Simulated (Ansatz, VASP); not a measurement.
MgO: VASP beside Ansatz

The input INCAR:

```
SYSTEM = MgO
  PREC = Accurate
  ENCUT = 520
  EDIFF = 1E-6
  ISMEAR = 0
  SIGMA = 0.05
  LREAL = .FALSE.
  LASPH = .TRUE.
  NELM = 100
  ALGO = Normal
  ISIF = 2
  LWAVE = .FALSE.
  LCHARG = .FALSE.
  GGA = PE
  NBANDS = 36
```

File KPOINTS:

```
regular mesh
0
G
  4 4 4
  0 0 0
```

Contents of POSCAR:

```
MgO
1.0
    5.6335409551      0.0000000000      0.0000000000
    0.0000000000      5.6335409551      0.0000000000
    0.0000000000      0.0000000000      5.6335409551
Mg O
6 6
Direct
    0.2500000000      0.0001993851      0.5000000000
    0.0000000000      0.5001993851      0.2500000000
    0.5000000000      0.7449942673      0.0000000000
    0.7500000000      0.0001993851      0.5000000000
    0.0000000000      0.5001993851      0.7500000000
    0.5000000000      0.2449942673      0.0000000000
    0.2500000000      0.5043817309      0.0000000000
    0.5000000000      0.0043817309      0.2500000000
    0.0000000000      0.7482352396      0.5000000000
    0.7500000000      0.5043817309      0.0000000000
    0.5000000000      0.0043817309      0.7500000000
    0.0000000000      0.2482352396      0.5000000000
```

Input for Ansatz:

```yaml
crystal:
  lattice:
    - [5.6335409551, 0.0, 0.0]
    - [0.0, 5.6335409551, 0.0]
    - [0.0, 0.0, 5.6335409551]
  atoms:
    - { symbol: Mg, position: [0.25, 0.0001993851, 0.5] }
    - { symbol: Mg, position: [0.0, 0.5001993851, 0.25] }
    - { symbol: Mg, position: [0.5, 0.7449942673, 0.0] }
    - { symbol: Mg, position: [0.75, 0.0001993851, 0.5] }
    - { symbol: Mg, position: [0.0, 0.5001993851, 0.75] }
    - { symbol: Mg, position: [0.5, 0.2449942673, 0.0] }
    - { symbol: O, position: [0.25, 0.5043817309, 0.0] }
    - { symbol: O, position: [0.5, 0.0043817309, 0.25] }
    - { symbol: O, position: [0.0, 0.7482352396, 0.5] }
    - { symbol: O, position: [0.75, 0.5043817309, 0.0] }
    - { symbol: O, position: [0.5, 0.0043817309, 0.75] }
    - { symbol: O, position: [0.0, 0.2482352396, 0.5] }
basis:
  ecutwfc: 520.0
kpoints:
  mp_grid: { grid: [4, 4, 4] }
hamiltonian:
  xc: pbe
  pseudopotentials: { kind: paw, azcp: { folder: soft_1 } }
scf:
  occupations: { method: gaussian, width: 0.05 }
output:
  forces: true
  stress: true
  eigenvalues: true
```

Change from the starting cell: mode 14 frozen in at +0.000 Å and mode 24 at -0.028 Å (largest displacements).

Alike in both runs: task single point; functional PBE; k mesh 4 × 4 × 4; occupations gaussian, width 0.05 eV; no spin polarisation.

```csv
,VASP,Ansatz
version,VASP 6.6.1,Ansatz 0.2.0
potentials or method,"VASP PAW PBE potentials, release 64 (Mg, O), cutoff 520 eV","scalar-relativistic, plane waves, PAW"
valence electrons in the cell,48,96
```

```csv
,VASP,Ansatz,Ansatz less VASP
gap on the k mesh at the Fermi level (eV),2.89,2.91,+0.013
least direct gap on the mesh (eV),2.89,2.91,+0.013
pressure (GPa),-0.2,0.1,+0.31
rms of the force components (eV/Å),0.192,0.189,-0.0022
```

Atom by atom the forces differ by 0.002 eV/Å (rms over components). VASP's potentials hold 48 valence electrons a cell and Ansatz's 96, so a difference there can come from the potentials and not from the codes.
